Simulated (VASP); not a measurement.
Runs of VASP 6.6.1 on Zn4Ga. The structure is that of space group Im-3m (No. 229), or close to it. The cells are those of the table. 

| task | cell | k mesh | cutoff (eV) | gap on the mesh (eV) | pressure (GPa) |
| --- | --- | --- | --- | --- | --- |
| single point | a = 4.658 Å, angles 109.5°, 5 atoms | 4 × 4 × 4 | 520 | none | 19.8 |
| single point | a = 5.036 Å, angles 109.5°, 5 atoms | 4 × 4 × 4 | 520 | none | (a) |
| single point | a = 5.039 Å, angles 109.5°, 5 atoms | 10 × 10 × 10 | 520 | none | 0.2 |
| relaxation of cell and atoms | relaxed from a = 5.036 Å, angles 109.5°, 5 atoms | 10 × 10 × 10 | 600 | none | 0.1 |

Alike in all rows: level PBE; potentials or basis VASP PAW PBE potentials, release 64 (Zn, Ga_d); no spin polarisation; smearing gaussian 0.1 eV.

Question: Fill in the values left out.

Answer: (a) 0.3.

Caveats: some runs use coarse meshes.

A k mesh can miss the band edges, and the runs leave out spin-orbit coupling on Ga.

A gap of «none» marks levels without a gap at the run's occupations.
